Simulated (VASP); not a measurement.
# AlGaN2 (P-4m2) in VASP: single point with r2SCAN

Aim: the single point of AlGaN2 with r2SCAN.

Program: VASP 6.6.1. These are calculated values, not measurements. Logs are shortened: lines on timing, memory, paths and dates and some standing lists are left out, and cuts for length are marked.

## Step 1: The cell of the first run

The structure is tetragonal, space group P-4m2 (No. 115). Conventional cell: a = 3.141 Å, b = 3.141 Å, c = 4.424 Å, α = 90.00°, β = 90.00°, γ = 90.00°. Within 2.5 Å of Al (site symmetry -4m2) lie 4 N at 1.89 Å. Within 2.6 Å of Ga (site symmetry -4m2) lie 4 N at 1.95 Å. Within 2.5 Å of N (site symmetry 2mm) lie 2 Al at 1.89 Å and 2 Ga at 1.95 Å.

## Step 2: Single point, r2SCAN

Contents of POSCAR:

```
AlGaN2
1.0
   -3.1408770487      0.0000000000      0.0000000000
    0.0000000000     -3.1408770487      0.0000000000
    0.0000000000      0.0000000000      8.8476758800
Al Ga N
2 2 4
Direct
    0.5000000000      0.5000000000      0.2500000000
    0.5000000000      0.5000000000      0.7500000000
    0.0000000000      0.0000000000      0.0000000000
    0.0000000000      0.0000000000      0.5000000000
    0.5000000000      0.0000000000      0.3691324050
    0.5000000000      0.0000000000      0.8691324050
    0.0000000000      0.5000000000      0.1308675950
    0.0000000000      0.5000000000      0.6308675950
```

Contents of INCAR.step1:

```
SYSTEM = AlGaN2
  ALGO = Normal
  EDIFF = 1E-4
  ENCUT = 520
  GGA = PE
  ISMEAR = 0
  LASPH = .TRUE.
  LCHARG = .FALSE.
  LREAL = .FALSE.
  LWAVE = .TRUE.
  NBANDS = 36
  NELM = 60
  PREC = Accurate
  SIGMA = 0.05
```

Contents of INCAR.step2:

```
SYSTEM = AlGaN2
  ALGO = Normal
  EDIFF = 1E-7
  ENCUT = 520
  ISIF = 2
  ISMEAR = 0
  ISTART = 1
  LASPH = .TRUE.
  LCHARG = .TRUE.
  LELF = .TRUE.
  LMIXTAU = .TRUE.
  LREAL = .FALSE.
  LVHAR = .TRUE.
  LWAVE = .FALSE.
  METAGGA = R2SCAN
  NBANDS = 36
  NELM = 60
  PREC = Accurate
  SIGMA = 0.05
```

Contents of KPOINTS:

```
k-points
0
G
  7 7 3
  0 0 0
```

Potentials or basis: VASP PAW PBE potentials, release 64 (Al, Ga_d, N).

Launch:

```console
> cat potpaw_PBE.64/Al/POTCAR potpaw_PBE.64/Ga_d/POTCAR potpaw_PBE.64/N/POTCAR > POTCAR
> cp INCAR.step1 INCAR
> mpirun -np 1 vasp_std > vasp.out
> cp INCAR.step2 INCAR
> mpirun -np 1 vasp_std > vasp.out
```

OUTCAR:

```text
SYSTEM = AlGaN2
   EDIFF = 1E-7
   ENCUT = 520
   ISIF = 2
   ISMEAR = 0
   ISTART = 1
   LASPH = .TRUE.
   LREAL = .FALSE.
   METAGGA = R2SCAN
   NELM = 60
   PREC = Accurate

 ion  position               nearest neighbor table
   1  0.500  0.500  0.250-   5 1.89   7 1.89   5 1.89   7 1.89   3 3.13   4 3.13   3 3.13   3 3.13
                             4 3.13   4 3.13   3 3.13   4 3.13
   2  0.500  0.500  0.750-   6 1.89   8 1.89   6 1.89   8 1.89   3 3.13   4 3.13   3 3.13   3 3.13
                             4 3.13   4 3.13   3 3.13   4 3.13
   3  0.000  0.000  0.000-   6 1.95   7 1.95   7 1.95   6 1.95   1 3.13   2 3.13   1 3.13   1 3.13
                             2 3.13   2 3.13   1 3.13   2 3.13
   4  0.000  0.000  0.500-   5 1.95   8 1.95   8 1.95   5 1.95   1 3.13   2 3.13   1 3.13   1 3.13
                             2 3.13   2 3.13   1 3.13   2 3.13
   5  0.500  0.000  0.369-   1 1.89   1 1.89   4 1.95   4 1.95
   6  0.500  0.000  0.869-   2 1.89   2 1.89   3 1.95   3 1.95
   7  0.000  0.500  0.131-   1 1.89   1 1.89   3 1.95   3 1.95
   8  0.000  0.500  0.631-   2 1.89   2 1.89   4 1.95   4 1.95

  LATTYP: Found a simple tetragonal cell.
 ALAT       =     3.1408770487
 C/A-ratio  =     2.8169443575

  Lattice vectors:

 A1 = (  -3.1408770487,   0.0000000000,   0.0000000000)
 A2 = (   0.0000000000,  -3.1408770487,   0.0000000000)
 A3 = (   0.0000000000,   0.0000000000,   8.8476758800)

Analysis of symmetry for initial positions (statically):
=====================================================================
 Subroutine PRICEL returns following result:

  LATTYP: Found a simple tetragonal cell.
 ALAT       =     3.1408770487
 C/A-ratio  =     1.4084721788

  Lattice vectors:

 A1 = (  -3.1408770487,   0.0000000000,   0.0000000000)
 A2 = (   0.0000000000,  -3.1408770487,   0.0000000000)
 A3 = (   0.0000000000,   0.0000000000,   4.4238379400)

   2 primitive cells build up your supercell.

 Routine SETGRP: Setting up the symmetry group for a
 simple tetragonal supercell.

 Subroutine GETGRP returns: Found  8 space group operations
 (whereof  8 operations were pure point group operations)
 out of a pool of 16 trial point group operations.

The static configuration has the point symmetry D_2d.

Analysis of symmetry for dynamics (positions and initial velocities):
=====================================================================
 Subroutine PRICEL returns following result:

  LATTYP: Found a simple tetragonal cell.
 ALAT       =     3.1408770487
 C/A-ratio  =     1.4084721788

  Lattice vectors:

 A1 = (  -3.1408770487,   0.0000000000,   0.0000000000)
 A2 = (   0.0000000000,  -3.1408770487,   0.0000000000)
 A3 = (   0.0000000000,   0.0000000000,   4.4238379400)

   2 primitive cells build up your supercell.

 Routine SETGRP: Setting up the symmetry group for a
 simple tetragonal supercell.

 Subroutine GETGRP returns: Found  8 space group operations
 (whereof  8 operations were pure point group operations)
 out of a pool of 16 trial point group operations.

The dynamic configuration has the point symmetry D_2d.

 Subroutine INISYM returns: Found  8 space group operations
 (whereof  8 operations are pure point group operations),
 and found     2 'primitive' translations

----------------------------------------------------------------------------------------

                                     Primitive cell

  volume of cell :      43.6416

  direct lattice vectors                    reciprocal lattice vectors
    -3.140877049  0.000000000  0.000000000    -0.318382409  0.000000000  0.000000000
     0.000000000 -3.140877049  0.000000000     0.000000000 -0.318382409  0.000000000
     0.000000000  0.000000000  4.423837940     0.000000000  0.000000000  0.226048064

  length of vectors
     3.140877049  3.140877049  4.423837940     0.318382409  0.318382409  0.226048064

  position of ions in fractional coordinates (direct lattice)
     0.500000000  0.500000000  0.500000000
     0.000000000  0.000000000  0.000000000
     0.500000000  0.000000000  0.738264810
     0.000000000  0.500000000  0.261735190

  ion indices of the primitive-cell ions
   primitive index   ion index
                 1           1
                 2           3
                 3           5
                 4           7

----------------------------------------------------------------------------------------

 KPOINTS: k-points

Automatic generation of k-mesh.
 Grid dimensions read from file:
 generate k-points for:    7    7    3

 Generating k-lattice:

  Cartesian coordinates                     Fractional coordinates (reciprocal lattice)
    -0.045483201  0.000000000  0.000000000     0.142857143  0.000000000  0.000000000
     0.000000000 -0.045483201  0.000000000     0.000000000  0.142857143  0.000000000
     0.000000000  0.000000000  0.037674677     0.000000000  0.000000000  0.333333333

  Length of vectors
     0.045483201  0.045483201  0.037674677

  Shift w.r.t. Gamma in fractional coordinates (k-lattice)
     0.000000000  0.000000000  0.000000000

 Subroutine IBZKPT returns following result:
 ===========================================

 Found     20 irreducible k-points:

 Following reciprocal coordinates:
            Coordinates               Weight
  0.000000  0.000000  0.000000      1.000000
  0.142857  0.000000  0.000000      4.000000
  0.285714  0.000000  0.000000      4.000000
  0.428571  0.000000  0.000000      4.000000
  0.142857  0.142857  0.000000      4.000000
  0.285714  0.142857  0.000000      8.000000
[... 12 lines left out ...]
  0.428571  0.285714  0.333333     16.000000
  0.428571  0.428571  0.333333      8.000000
   k-points           NKPTS =     20   k-points in BZ     NKDIM =     20   number of bands    NBANDS=     36
   number of dos      NEDOS =    301   number of ions     NIONS =      8
   total plane-waves  NPLWV =  40320
   dimension x,y,z NGX =    24 NGY =   24 NGZ =   70
   dimension x,y,z NGXF=    48 NGYF=   48 NGZF=  140
   ions per type =               2   2   4
   NGX,Y,Z   is equivalent  to a cutoff of  12.70, 12.70, 13.15 a.u.
   NGXF,Y,Z  is equivalent  to a cutoff of  25.41, 25.41, 26.31 a.u.
 SYSTEM =  AlGaN2
   PREC   = accura    normal or accurate (medium, high low for compatibility)
   ISTART =      1    job   : 0-new  1-cont  2-samecut
   ICHARG =      0    charge: 1-file 2-atom 10-const
   ISPIN  =      1    spin polarized calculation?
   LNONCOLLINEAR =      F non collinear calculations
   LSORBIT =      F    spin-orbit coupling
   LASPH  =      T    aspherical Exc in radial PAW
   ENCUT  =  520.0 eV  38.22 Ry    6.18 a.u.   5.84  5.84 16.45*2*pi/ulx,y,z
   NELM   =     60;   NELMIN=  2; NELMDL=  0     # of ELM steps
   EDIFF  = 0.1E-06   stopping-criterion for ELM
   LREAL  =      F    real-space projection
   EDIFFG = 0.1E-05   stopping-criterion for IOM
   NSW    =      0    number of steps for IOM
   IBRION =     -1    ionic relax: 0-MD 1-quasi-New 2-CG
   NFREE  =      0    steps in history (QN), initial steepest desc. (CG)
   ISIF   =      2    stress and relaxation
   ISYM   =      2    0-nonsym 1-usesym 2-fastsym
   POTIM  = 0.5000    time-step for ionic-motion
   TEBEG  =    0.0;   TEEND  =   0.0 temperature during run
   PSTRESS=    0.0 pullay stress
   NELECT =      52.0000    total number of electrons
   NUPDOWN=      -1.0000    fix difference up-down
   EMIN   =  10.00;   EMAX   =-10.00  energy-range for DOS
   EFERMI =   0.00;   METHOD = LEGACY
   ISMEAR =     0;   SIGMA  =   0.05  broadening in eV -4-tet -1-fermi 0-gaus
   EFERMI_NEDOS =   21; number of points for ismear=-14 and -15
   IALGO  =     38    algorithm
   IMIX   =      4    mixing-type and parameters
     AMIX     =   0.40;   BMIX     =  1.00
     AMIX_MAG =   1.60;   BMIX_MAG =  1.00
  volume/ion in A,a.u.               =      10.91        73.63
  Fermi-wavevector in a.u.,A,eV,Ry     =   1.377523  2.603141 25.818009  1.897570
  Thomas-Fermi vector in A             =   2.502669
   LORBIT       =      0    0 simple, 1 ext, 2 COOP (PROOUT), +10 PAW based schemes
   METAGGA = R2SCAN    functional components
   LHFCALC =     F    Hartree Fock is set to
   AEXX    =    0.0000 exact exchange contribution
   IVDW    =     0    specifies the selected vdW correction
   LEPSILON=     F    determine dielectric tensor
   LRPA    =     F    only Hartree local field effects (RPA)
 non-spin polarized calculation
 Gauss-broadening in eV      SIGMA  =   0.05
  energy-cutoff  :      520.00
  volume of cell :       87.28
 maximum number of plane-waves:      2368
 NGX is ok and might be reduce to    24
   NGX = 11   NGY = 11   NGZ = 33

 number of electron      51.9999971 magnetization

 Free energy of the ion-electron system (eV)
  ---------------------------------------------------
  ext. energy  EPLUGINS =         0.00000000
  ---------------------------------------------------
  free energy    TOTEN  =       -82.14901788 eV

  energy without entropy =      -82.14901788  energy(sigma->0) =      -82.14901788

 E-fermi :   5.6284     XC(G=0): -12.0675

 val. band max:        5.3793662478   @ k =   0.0000   0.0000   0.0000
 cond. band min:       8.7395929777   @ k =   0.0000   0.0000   0.0000
 fundamental gap:      3.3602267299
 Fermi energy:         5.6284193334

 k-point     1 :       0.0000    0.0000    0.0000
  band No.  band energies     occupation
      1     -10.9040      2.00000
      2     -10.1513      2.00000
      3      -9.8126      2.00000
      4      -9.3100      2.00000
      5      -7.9569      2.00000
      6      -7.9569      2.00000
[... 28 lines left out ...]
     35      17.4464      0.00000
     36      17.4464      0.00000

 k-point     2 :       0.1429    0.0000    0.0000
  band No.  band energies     occupation
      1     -10.7313      2.00000
      2     -10.0690      2.00000
      3      -9.7227      2.00000
      4      -9.3134      2.00000
      5      -7.9559      2.00000
      6      -7.9530      2.00000
[... 28 lines left out ...]
     35      17.0341      0.00000
     36      17.5102      0.00000

 k-point     3 :       0.2857    0.0000    0.0000
  band No.  band energies     occupation
      1     -10.2854      2.00000
      2      -9.8786      2.00000
      3      -9.5526      2.00000
      4      -9.3467      2.00000
      5      -7.9441      2.00000
      6      -7.9378      2.00000
[... 28 lines left out ...]
     35      16.6782      0.00000
     36      17.1139      0.00000

 k-point     4 :       0.4286    0.0000    0.0000
  band No.  band energies     occupation
      1      -9.7963      2.00000
      2      -9.7185      2.00000
      3      -9.4615      2.00000
      4      -9.4586      2.00000
      5      -7.9367      2.00000
      6      -7.9312      2.00000
[... 28 lines left out ...]
     35      16.3870      0.00000
     36      16.5795      0.00000

 k-point     5 :       0.1429    0.1429    0.0000
  band No.  band energies     occupation
      1     -10.5667      2.00000
      2      -9.9894      2.00000
      3      -9.6430      2.00000
      4      -9.3110      2.00000
      5      -7.9810      2.00000
      6      -7.9647      2.00000
[... 499 lines left out ...]
 k-point    18 :       0.2857    0.2857    0.3333
  band No.  band energies     occupation
      1      -9.7797      2.00000
      2      -9.6925      2.00000
      3      -9.3682      2.00000
      4      -9.3233      2.00000
      5      -7.9212      2.00000
      6      -7.9183      2.00000
[... 28 lines left out ...]
     35      16.1782      0.00000
     36      16.9105      0.00000

 k-point    19 :       0.4286    0.2857    0.3333
  band No.  band energies     occupation
      1      -9.5047      2.00000
      2      -9.4984      2.00000
      3      -9.3527      2.00000
      4      -9.3403      2.00000
      5      -7.8824      2.00000
      6      -7.8801      2.00000
[... 28 lines left out ...]
     35      16.9425      0.00000
     36      17.5092      0.00000

 k-point    20 :       0.4286    0.4286    0.3333
  band No.  band energies     occupation
      1      -9.3618      2.00000
      2      -9.3503      2.00000
      3      -9.3227      2.00000
      4      -9.3042      2.00000
      5      -7.9241      2.00000
      6      -7.9193      2.00000
[... 28 lines left out ...]
     35      17.3684      0.00000
     36      18.4718      0.00000

------------------------ aborting loop because EDIFF is reached ----------------------------------------

  FORCE on cell =-STRESS in cart. coord.  units (eV):
  Direction    XX          YY          ZZ          XY          YZ          ZX
  --------------------------------------------------------------------------------------
  -------------------------------------------------------------------------------------
  Total       -0.0467613     -0.0467613      0.0038215      0.0000000      0.0000000      0.0000000
  in kB       -0.8583528     -0.8583528      0.0701468      0.0000000      0.0000000      0.0000000
  external PRESSURE =      -0.5488530 kB  Pullay stress =       0.0000000 kB

 VOLUME and BASIS-vectors are now :
 -----------------------------------------------------------------------------
  energy-cutoff  :      520.00
  volume of cell :       87.28
      direct lattice vectors                 reciprocal lattice vectors
    -3.140877049  0.000000000  0.000000000    -0.318382409  0.000000000  0.000000000
     0.000000000 -3.140877049  0.000000000     0.000000000 -0.318382409  0.000000000
     0.000000000  0.000000000  8.847675880     0.000000000  0.000000000  0.113024032

 POSITION                                       TOTAL-FORCE (eV/Angst)
 -----------------------------------------------------------------------------------
     -1.57044     -1.57044      2.21192         0.000000     -0.000000     -0.000000
     -1.57044     -1.57044      6.63576         0.000000     -0.000000     -0.000000
      0.00000      0.00000      0.00000        -0.000000      0.000000     -0.000000
      0.00000      0.00000      4.42384        -0.000000      0.000000     -0.000000
     -1.57044      0.00000      3.26596        -0.000000      0.000000      0.002576
     -1.57044      0.00000      7.68980        -0.000000      0.000000      0.002576
      0.00000     -1.57044      1.15787        -0.000000     -0.000000     -0.002576
      0.00000     -1.57044      5.58171        -0.000000      0.000000     -0.002576
 -----------------------------------------------------------------------------------
    total drift:                               -0.000000     -0.000000      0.000000

  FREE ENERGIE OF THE ION-ELECTRON SYSTEM (eV)
  ---------------------------------------------------
  free  energy   TOTEN  =       -82.1490178784 eV

  energy  without entropy=      -82.1490178784  energy(sigma->0) =      -82.14901788
```

Wall time 4.7 min (1 thread of AMD EPYC 7R13 (Zen 3), shared host); peak memory 0.2 GiB.

Results:

```
Free energy            : -82.1490 eV
Pressure               : -0.1 GPa
Band gap on the k mesh : 3.36 eV
```

Forces in eV/Å, atoms in the order of the input:
```
Al   0.000  0.000  0.000
Al   0.000  0.000  0.000
Ga   0.000  0.000  0.000
Ga   0.000  0.000  0.000
N    0.000  0.000  0.003
N    0.000  0.000  0.003
N    0.000  0.000 -0.003
N    0.000  0.000 -0.003
```

Caveat: the PAW data sets were made with another functional, which shifts forces and pressure a little.
